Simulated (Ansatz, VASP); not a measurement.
# One calculation of Zn2Ga, two programs

The input INCAR:

```
SYSTEM = Zn2Ga
  ALGO = Normal
  EDIFF = 1E-6
  ENCUT = 520
  GGA = PE
  ISIF = 2
  ISMEAR = 0
  LASPH = .TRUE.
  LCHARG = .TRUE.
  LELF = .TRUE.
  LREAL = .FALSE.
  LVHAR = .TRUE.
  LWAVE = .FALSE.
  NBANDS = 26
  NELM = 60
  PREC = Accurate
  SIGMA = 0.1
```

Contents of KPOINTS:

```
k-points
0
G
  6 6 6
  0 0 0
```

The input POSCAR:

```
Zn2Ga
1.0
   -1.9434154998      1.9434154998      3.1874012568
    1.9434154998     -1.9434154998      3.1874012568
    1.9434154998      1.9434154998     -3.1874012568
Zn Ga
2 1
Direct
    0.5930000000      0.5930000000      0.0000000000
    0.4070000000      0.4070000000      0.0000000000
    0.0000000000      0.0000000000      0.0000000000
```

Input for Ansatz:

```yaml
crystal:
  lattice:
    - [-1.9434154998, 1.9434154998, 3.1874012568]
    - [1.9434154998, -1.9434154998, 3.1874012568]
    - [1.9434154998, 1.9434154998, -3.1874012568]
  atoms:
    - { symbol: Zn, position: [0.593, 0.593, 0.0] }
    - { symbol: Zn, position: [0.407, 0.407, 0.0] }
    - { symbol: Ga, position: [0.0, 0.0, 0.0] }
basis:
  ecutwfc: 420
kpoints:
  mp_grid: { grid: [6, 6, 6] }
hamiltonian:
  xc: pbe
scf:
  occupations: { method: gaussian, width: 0.1 }
  lower_state_search: "off"
output:
  forces: true
  stress: true
  eigenvalues: true
```

Alike in both runs: task single point; functional PBE; k mesh 6 × 6 × 6; occupations gaussian, width 0.1 eV; no spin polarisation.

|  | VASP | Ansatz |
| --- | --- | --- |
| version | VASP 6.6.1 | Ansatz 0.2.0 |
| potentials or method | VASP PAW PBE potentials, release 64 (Zn, Ga_d), cutoff 520 eV | scalar-relativistic, plane waves, PAW |
| valence electrons in the cell | 37 | 37 |

Ansatz gave:

| Item | Value |
| --- | --- |
| gap on the k mesh at the Fermi level (eV) | none |
| rms of the force components (eV/Å) | 39.804 |

Problem. Estimate VASP's values.

Solution. gap on the k mesh at the Fermi level (eV): none; rms of the force components (eV/Å): 93.066.

Atom by atom the forces differ by 53.261 eV/Å (rms over components). A gap of «none» marks a metal or a gap that the smearing closes. The functional is the same, so the differences come from potentials, cutoffs and numerics.

The k mesh is coarse, so the values compare programs but aren't converged.
